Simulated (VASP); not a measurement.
A run of VASP 6.6.1 is set up as follows.

The input INCAR:

```
PREC = Accurate
ENCUT = 520
EDIFF = 1E-6
ISMEAR = 0
SIGMA = 0.01
LREAL = False
LASPH = True
NELM = 60
ALGO = Normal
ISIF = 2
LWAVE = False
LCHARG = False
GGA = PS
NBANDS = 28
```

The input KPOINTS:

```
Automatic mesh
0
Gamma
  6 6 4
```

Contents of POSCAR:

```
PbS
1.0
    2.0840099683     -3.6127534573      0.0000000000
    2.0840099683      3.6127534573      0.0000000000
    0.0000000000      0.0000000000      7.6594291057
Pb S
2 2
Direct
    0.0010316600      0.9989683400      0.4867318100
    0.9989683400      0.0010316600      0.9867318100
    0.6671454800      0.3328545200      0.6924681900
    0.3328545200      0.6671454800      0.1924681900
```

Potentials or basis: VASP PAW PBE potentials, release 64 (Pb_d, S).

The run is started by

```console
$ cat potpaw_PBE.64/Pb_d/POTCAR potpaw_PBE.64/S/POTCAR > POTCAR
$ mpirun -np 1 vasp_std > vasp.out
```

Q: Predict the band gap on the k mesh.

A: 0.49 eV (least direct gap 1.13 eV).

Q: Estimate the pressure.

A: -3.6 GPa.

Forces on the atoms (eV/Å):
```
Pb   0.000  0.004  0.132
Pb   0.000 -0.004  0.132
S    0.000 -0.003 -0.132
S    0.000  0.003 -0.132
```

Caveat: the cell stands under tension; the PAW data sets were made with another functional, which shifts forces and pressure a little; spin-orbit coupling is left out, which moves the levels of the heavy elements. A k mesh can miss the band edges.
